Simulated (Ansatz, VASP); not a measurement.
## One calculation of PbS, two programs

```
Pb S
1.0
     0.00000    3.04698    3.04698
     3.04698    0.00000    3.04698
     3.04698    3.04698    0.00000
Pb S
1 1
Direct
  0.00000 0.00000 0.00000
  0.50000 0.50000 0.50000
```

Change from the starting cell: hydrostatic strain +2.0%.

Alike in both runs: task single point; functional r2SCAN; k mesh 8 × 8 × 8; occupations fermi-dirac, width 0.02 eV; non-collinear spin, spin-orbit coupling.

```csv
,VASP,Ansatz
version,VASP 6.6.1,Ansatz 0.2.0
potentials or method,"VASP PAW PBE potentials, release 64 (Pb_d, S)","plane waves, PAW"
plane-wave cutoff (eV),520,500
valence electrons in the cell,20,20
```

```tsv
	VASP	Ansatz	Ansatz less VASP
pressure (GPa)	-3.2	-3.2	-0.05
```

VASP's potentials were made for PBE, not for r2SCAN.
